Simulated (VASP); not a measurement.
# BaLu2Sn2 (I4/mmm) in VASP: single point with PBE

Aim: the single point of BaLu2Sn2 with PBE.

Program: VASP 6.6.1. These are calculated values, not measurements. Logs are shortened: lines on timing, memory, paths and dates and some standing lists are left out, and cuts for length are marked.

**1. The cell of the first run**

The structure is tetragonal, space group I4/mmm (No. 139). The conventional cell has a = 4.872 Å, b = 4.872 Å, c = 11.496 Å, α = 90.00°, β = 90.00°, γ = 90.00°. Ba (site symmetry 4/mmm) has 10 Sn at 3.73 to 4.32 Å and 8 Lu at 3.77 Å and 4 Ba at 4.87 Å within 4.9 Å. Within 3.7 Å of Lu (site symmetry -4m2) lie 4 Sn at 2.83 Å and 4 Lu at 3.44 Å. Sn (site symmetry 4mm) has 4 Lu at 2.83 Å and 1 Sn at 2.85 Å within 3.7 Å.

**2. Single point, PBE**

Input file INCAR:

```
SYSTEM = BaLu2Sn2
PREC = Accurate
ENCUT = 600
EDIFF = 1E-6
ISMEAR = -1
SIGMA = 0.1
LREAL = .False.
LASPH = .True.
NELM = 120
ALGO = Normal
ISIF = 2
LWAVE = .False.
LCHARG = .True.
GGA = PE
LELF = .True.
LVHAR = .True.
NBANDS = 52
GGA_COMPAT = .False.
```

Input file KPOINTS:

```
Automatic mesh
0
Gamma
  8 8 8
  0 0 0
```

Input file POSCAR:

```
BaLu2Sn2
1.0
    0.0000000000      4.8719510000      0.0000000000
    4.8719510000      0.0000000000      0.0000000000
    2.4359750000      2.4359750000     -5.7480910000
Ba Lu Sn
1 2 2
Direct
    0.0000000000      0.0000000000      0.0000000000
    0.7500000000      0.2500000000      0.5000000000
    0.2500000000      0.7500000000      0.5000000000
    0.3760000000      0.3760000000      0.2480000000
    0.6240000000      0.6240000000      0.7520000000
```

Potentials or basis: VASP PAW PBE potentials, release 64 (Ba_sv, Lu, Sn_d).

Command:

```bash
$ cat potpaw_PBE.64/Ba_sv/POTCAR potpaw_PBE.64/Lu/POTCAR potpaw_PBE.64/Sn_d/POTCAR > POTCAR
$ mpirun -np 1 vasp_std > vasp.out
```

OUTCAR:

```text
SYSTEM = BaLu2Sn2
   PREC = Accurate
   ENCUT = 600
   EDIFF = 1E-6
   ISMEAR = -1
   LREAL = .False.
   LASPH = .True.
   NELM = 120
   ISIF = 2
   GGA = PE

 ion  position               nearest neighbor table
   1  0.000  0.000  0.000-   4 3.73   5 3.73   5 3.73   5 3.73   4 3.73   4 3.73   5 3.73   4 3.73
                             3 3.77   2 3.77   3 3.77   2 3.77   2 3.77   3 3.77   3 3.77   2 3.77
   2  0.750  0.250  0.500-   4 2.83   5 2.83   4 2.83   5 2.83   3 3.44   3 3.44   3 3.44   3 3.44
                             1 3.77   1 3.77   1 3.77   1 3.77
   3  0.250  0.750  0.500-   4 2.83   5 2.83   4 2.83   5 2.83   2 3.44   2 3.44   2 3.44   2 3.44
                             1 3.77   1 3.77   1 3.77   1 3.77
   4  0.376  0.376  0.248-   2 2.83   3 2.83   3 2.83   2 2.83   5 2.85   1 3.73   1 3.73   1 3.73
                             1 3.73
   5  0.624  0.624  0.752-   2 2.83   3 2.83   3 2.83   2 2.83   4 2.85   1 3.73   1 3.73   1 3.73
                             1 3.73

  LATTYP: Found a body centered tetragonal cell.
 ALAT       =     4.8719510000
 C/A-ratio  =     2.3596669999

  Lattice vectors:

 A1 = (  -2.4359750000,   2.4359760000,   5.7480910000)
 A2 = (   2.4359760000,  -2.4359750000,   5.7480910000)
 A3 = (   2.4359750000,   2.4359750000,  -5.7480910000)

Analysis of symmetry for initial positions (statically):
=====================================================================
 Subroutine PRICEL returns:
 Original cell was already a primitive cell.

 Routine SETGRP: Setting up the symmetry group for a
 body centered tetragonal supercell.

 Subroutine GETGRP returns: Found 16 space group operations
 (whereof 16 operations were pure point group operations)
 out of a pool of 16 trial point group operations.

The static configuration has the point symmetry D_4h.

Analysis of symmetry for dynamics (positions and initial velocities):
=====================================================================
 Subroutine PRICEL returns:
 Original cell was already a primitive cell.

 Routine SETGRP: Setting up the symmetry group for a
 body centered tetragonal supercell.

 Subroutine GETGRP returns: Found 16 space group operations
 (whereof 16 operations were pure point group operations)
 out of a pool of 16 trial point group operations.

The dynamic configuration has the point symmetry D_4h.

 Subroutine INISYM returns: Found 16 space group operations
 (whereof 16 operations are pure point group operations),
 and found     1 'primitive' translations

----------------------------------------------------------------------------------------

                                     Primitive cell

  volume of cell :     136.4362

  direct lattice vectors                    reciprocal lattice vectors
     0.000000000  4.871951000  0.000000000     0.000000000  0.205256580  0.086985383
     4.871951000  0.000000000  0.000000000     0.205256580  0.000000000  0.086985383
     2.435975000  2.435975000 -5.748091000     0.000000000  0.000000000 -0.173970802

  length of vectors
     4.871951000  4.871951000  6.701380346     0.222927613  0.222927613  0.173970802

  position of ions in fractional coordinates (direct lattice)
     0.000000000  0.000000000  0.000000000
     0.750000000  0.250000000  0.500000000
     0.250000000  0.750000000  0.500000000
     0.376000000  0.376000000  0.248000000
     0.624000000  0.624000000  0.752000000

  ion indices of the primitive-cell ions
   primitive index   ion index
                 1           1
                 2           2
                 3           3
                 4           4
                 5           5

----------------------------------------------------------------------------------------

 KPOINTS: Automatic mesh

Automatic generation of k-mesh.
 Grid dimensions read from file:
 generate k-points for:    8    8    8

 Generating k-lattice:

  Cartesian coordinates                     Fractional coordinates (reciprocal lattice)
     0.000000000  0.025657072  0.010873173     0.125000000  0.000000000 -0.000000000
     0.025657072  0.000000000  0.010873173     0.000000000  0.125000000 -0.000000000
     0.000000000  0.000000000 -0.021746350     0.000000000  0.000000000  0.125000000

  Length of vectors
     0.027865952  0.027865952  0.021746350

  Shift w.r.t. Gamma in fractional coordinates (k-lattice)
     0.000000000  0.000000000  0.000000000

 Subroutine IBZKPT returns following result:
 ===========================================

 Found     59 irreducible k-points:

 Following reciprocal coordinates:
            Coordinates               Weight
  0.000000  0.000000  0.000000      1.000000
  0.125000  0.000000  0.000000      8.000000
  0.250000  0.000000  0.000000      8.000000
  0.375000  0.000000  0.000000      8.000000
  0.500000  0.000000  0.000000      4.000000
  0.125000  0.125000  0.000000      8.000000
[... 16 lines left out ...]
  0.250000  0.000000  0.125000      4.000000
  0.375000  0.000000  0.125000      8.000000
 [... further k-points ...]
   k-points           NKPTS =     59   k-points in BZ     NKDIM =     59   number of bands    NBANDS=     52
   number of dos      NEDOS =    301   number of ions     NIONS =      5
   total plane-waves  NPLWV =  86400
   dimension x,y,z NGX =    40 NGY =   40 NGZ =   54
   dimension x,y,z NGXF=    80 NGYF=   80 NGZF=  108
   ions per type =               1   2   2
   NGX,Y,Z   is equivalent  to a cutoff of  13.65, 13.65, 13.40 a.u.
   NGXF,Y,Z  is equivalent  to a cutoff of  27.30, 27.30, 26.79 a.u.
 SYSTEM =  BaLu2Sn2
   PREC   = accura    normal or accurate (medium, high low for compatibility)
   ISTART =      0    job   : 0-new  1-cont  2-samecut
   ICHARG =      2    charge: 1-file 2-atom 10-const
   ISPIN  =      1    spin polarized calculation?
   LNONCOLLINEAR =      F non collinear calculations
   LSORBIT =      F    spin-orbit coupling
   LASPH  =      T    aspherical Exc in radial PAW
   ENCUT  =  600.0 eV  44.10 Ry    6.64 a.u.   9.73  9.73 13.38*2*pi/ulx,y,z
   NELM   =    120;   NELMIN=  2; NELMDL= -5     # of ELM steps
   EDIFF  = 0.1E-05   stopping-criterion for ELM
   LREAL  =      F    real-space projection
   EDIFFG = 0.1E-04   stopping-criterion for IOM
   NSW    =      0    number of steps for IOM
   IBRION =     -1    ionic relax: 0-MD 1-quasi-New 2-CG
   NFREE  =      0    steps in history (QN), initial steepest desc. (CG)
   ISIF   =      2    stress and relaxation
   ISYM   =      2    0-nonsym 1-usesym 2-fastsym
   POTIM  = 0.5000    time-step for ionic-motion
   TEBEG  =    0.0;   TEEND  =   0.0 temperature during run
   PSTRESS=    0.0 pullay stress
   NELECT =      88.0000    total number of electrons
   NUPDOWN=      -1.0000    fix difference up-down
   EMIN   =  10.00;   EMAX   =-10.00  energy-range for DOS
   EFERMI =   0.00;   METHOD = LEGACY
   ISMEAR =    -1;   SIGMA  =   0.10  broadening in eV -4-tet -1-fermi 0-gaus
   EFERMI_NEDOS =   21; number of points for ismear=-14 and -15
   IALGO  =     38    algorithm
   IMIX   =      4    mixing-type and parameters
     AMIX     =   0.40;   BMIX     =  1.00
     AMIX_MAG =   1.60;   BMIX_MAG =  1.00
  volume/ion in A,a.u.               =      27.29       184.14
  Fermi-wavevector in a.u.,A,eV,Ry     =   1.414466  2.672954 27.221374  2.000715
  Thomas-Fermi vector in A             =   2.536005
   LORBIT       =      0    0 simple, 1 ext, 2 COOP (PROOUT), +10 PAW based schemes
   GGA     = PE    functional components
   LHFCALC =     F    Hartree Fock is set to
   AEXX    =    0.0000 exact exchange contribution
   IVDW    =     0    specifies the selected vdW correction
   LEPSILON=     F    determine dielectric tensor
   LRPA    =     F    only Hartree local field effects (RPA)
 non-spin polarized calculation
  energy-cutoff  :      600.00
  volume of cell :      136.44
 maximum number of plane-waves:      4591
   NGX = 19   NGY = 19   NGZ = 27

 number of electron      87.9999987 magnetization

 Free energy of the ion-electron system (eV)
  ---------------------------------------------------
  ext. energy  EPLUGINS =         0.00000000
  ---------------------------------------------------
  free energy    TOTEN  =       -19.77324327 eV

  energy without entropy =      -19.67523451  energy(sigma->0) =      -19.72423889

 E-fermi :   5.1612     XC(G=0): -10.5084

 val. band max:        5.1282365566   @ k =  -0.1250   0.0000   0.1250
 cond. band min:       5.1687131455   @ k =  -0.3750   0.0000   0.2500
 fundamental gap:      0.0404765889
 Fermi energy:         5.1612123657

 k-point     1 :       0.0000    0.0000    0.0000
  band No.  band energies     occupation
      1     -50.9192      2.00000
      2     -50.8976      2.00000
      3     -22.4729      2.00000
      4     -21.7858      2.00000
      5     -21.7858      2.00000
      6     -21.7345      2.00000
[... 44 lines left out ...]
     51       8.9259      0.00000
     52       9.3303      0.00000

 k-point     2 :       0.1250    0.0000    0.0000
  band No.  band energies     occupation
      1     -50.9183      2.00000
      2     -50.8984      2.00000
      3     -22.4731      2.00000
      4     -21.7768      2.00000
      5     -21.7760      2.00000
      6     -21.7308      2.00000
[... 44 lines left out ...]
     51       8.6720      0.00000
     52       8.7084      0.00000

 k-point     3 :       0.2500    0.0000    0.0000
  band No.  band energies     occupation
      1     -50.9160      2.00000
      2     -50.9007      2.00000
      3     -22.4736      2.00000
      4     -21.7504      2.00000
      5     -21.7478      2.00000
      6     -21.7211      2.00000
[... 44 lines left out ...]
     51       8.3007      0.00000
     52       8.5344      0.00000
[... 1046 lines left out ...]
 k-point    23 :       0.2500    0.0000    0.1250
  band No.  band energies     occupation
      1     -50.9160      2.00000
      2     -50.9007      2.00000
      3     -22.4718      2.00000
      4     -21.7506      2.00000
      5     -21.7478      2.00000
      6     -21.7232      2.00000
[... 44 lines left out ...]
     51       8.0574      0.00000
     52       8.5153      0.00000

 k-point    24 :       0.3750    0.0000    0.1250
  band No.  band energies     occupation
      1     -50.9125      2.00000
      2     -50.9042      2.00000
      3     -22.4721      2.00000
      4     -21.7115      2.00000
      5     -21.7098      2.00000
      6     -21.7052      2.00000
[... 44 lines left out ...]
     51       8.2028      0.00000
     52       8.5025      0.00000

 [... further k-points ...]
[... 5 lines left out ...]
  --------------------------------------------------------------------------------------
  -------------------------------------------------------------------------------------
  Total       12.0502330     12.0502330     15.0430611      0.0000000      0.0000013      0.0000013
  in kB      141.5065582    141.5065582    176.6515054      0.0000000      0.0000154      0.0000154
  external PRESSURE =     153.2215406 kB  Pullay stress =       0.0000000 kB

 VOLUME and BASIS-vectors are now :
 -----------------------------------------------------------------------------
  energy-cutoff  :      600.00
  volume of cell :      136.44
      direct lattice vectors                 reciprocal lattice vectors
     0.000000000  4.871951000  0.000000000     0.000000000  0.205256580  0.086985383
     4.871951000  0.000000000  0.000000000     0.205256580  0.000000000  0.086985383
     2.435975000  2.435975000 -5.748091000     0.000000000  0.000000000 -0.173970802

 POSITION                                       TOTAL-FORCE (eV/Angst)
 -----------------------------------------------------------------------------------
      0.00000      0.00000      0.00000        -0.000000     -0.000000      0.000000
      2.43598      4.87195     -2.87405        -0.000000      0.000000     -0.000000
      4.87195      2.43598     -2.87405         0.000000      0.000000      0.000000
      2.43598      2.43598     -1.42553         0.000000      0.000000      1.288777
      4.87195      4.87195     -4.32256        -0.000000     -0.000000     -1.288777
 -----------------------------------------------------------------------------------
    total drift:                                0.000000      0.000000     -0.000000

  FREE ENERGIE OF THE ION-ELECTRON SYSTEM (eV)
  ---------------------------------------------------
  free  energy   TOTEN  =       -19.7732432697 eV

  energy  without entropy=      -19.6752345053  energy(sigma->0) =      -19.72423889
```

Run time: 17 min. Hardware: 1 thread of Intel Xeon 8259CL, shared host; peak memory 0.63 GiB.

Results:

* Free energy: -19.7732 eV
* Pressure: 15.3 GPa
* Largest force: 1.289 eV/Å
* Band gap on the k mesh: zero (band 44 reaches 5.26 eV, above the bottom of band 45 at 4.71 eV)

Forces in eV/Å, atoms in the order of the input:
```
Ba   0.000  0.000  0.000
Lu   0.000  0.000  0.000
Lu   0.000  0.000  0.000
Sn   0.000  0.000  1.289
Sn   0.000  0.000 -1.289
```

Stress tensor (GPa, compression positive):
```
14.15  0.00  0.00
 0.00 14.15  0.00
 0.00  0.00 17.67
```

Levels at points of the mesh, in eV from the Fermi level:
| k point | band 42 | band 43 | band 44 | band 45 | band 46 | band 47 |
| --- | --- | --- | --- | --- | --- | --- |
| (0.00, 0.00, 0.00) | -0.47 | -0.47 | -0.30 | -0.19 | 0.68 | 1.30 |
| (0.50, 0.00, 0.00) | -1.14 | -0.68 | -0.66 | 0.58 | 1.21 | 1.50 |
| (0.50, 0.50, 0.00) | -1.26 | -0.65 | -0.22 | 0.45 | 0.70 | 1.16 |
| (0.00, 0.00, 0.50) | -0.91 | -0.91 | -0.55 | -0.28 | -0.08 | 1.33 |

Caveat: spin-orbit coupling is left out, which moves the levels of the heavy elements; forces of over 1 eV/Å act on the atoms, so gaps and moduli don't describe the material at rest.
